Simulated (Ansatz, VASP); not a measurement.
# One calculation of Ba2SO, two programs

The input INCAR:

```
SYSTEM = Ba2SO
PREC = Accurate ; ENCUT = 520
EDIFF = 1E-7 ; ISMEAR = 0
SIGMA = 0.01 ; LREAL = .False.
LASPH = .True. ; NELM = 60
ALGO = Normal ; ISIF = 2
LWAVE = .False. ; LCHARG = .False.
GGA = PE ; NBANDS = 24
```

File KPOINTS:

```
regular mesh
0
Gamma
  6 6 4
  0 0 0
```

POSCAR

```
Ba2SO
1.0
    4.2930151437      0.0000000000      0.0000000000
    0.0000000000      4.2930151437      0.0000000000
    0.0000000000      0.0000000000      6.0775336384
O Ba S
1 2 1
Direct
    0.0000000000      0.0000000000      0.0000000000
    0.0000000000      0.0000000000      0.5000000000
    0.5000000000      0.5000000000      0.0000000000
    0.5000000000      0.5000000000      0.5000000000
```

Input for Ansatz:

```yaml
crystal:
  lattice:
    - [4.2930151437, 0.0, 0.0]
    - [0.0, 4.2930151437, 0.0]
    - [0.0, 0.0, 6.0775336384]
  atoms:
    - { symbol: O, position: [0.0, 0.0, 0.0] }
    - { symbol: Ba, position: [0.0, 0.0, 0.5] }
    - { symbol: S, position: [0.5, 0.5, 0.5] }
    - { symbol: Ba, position: [0.5, 0.5, 0.0] }
kpoints:
  mp_grid: { grid: [6, 6, 4] }
  band_path:
    path:
      - [0.0, 0.0, 0.0]
      - [0.0, 0.5, 0.0]
      - [0.5, 0.5, 0.0]
      - [0.0, 0.0, 0.5]
      - [0.0, 0.5, 0.5]
      - [0.5, 0.5, 0.5]
    npoints: 1
hamiltonian:
  xc: pbe
scf:
  occupations: { method: fixed }
  n_extra_bands: 5
output:
  forces: true
  stress: true
  eigenvalues: true
```

Alike in both runs: task single point; functional PBE; k mesh 6 × 6 × 4; no spin polarisation.

```csv
,VASP,Ansatz
version,VASP 6.6.1,Ansatz 0.2.0
potentials or method,"VASP PAW PBE potentials, release 64 (O, Ba_sv, S)","plane waves, PAW"
plane-wave cutoff (eV),520,420
occupations,"gaussian, width 0.01 eV",fixed
valence electrons in the cell,32,32
```

Ansatz gave:

| Property | Result |
| --- | --- |
| gap on the k mesh at the Fermi level (eV) | 1.64 |
| pressure (GPa) | 0.4 |

**Question.** Estimate VASP's values.

**Answer.** gap on the k mesh at the Fermi level (eV): 1.57; pressure (GPa): 1.2.

Neither program's run includes spin-orbit coupling.
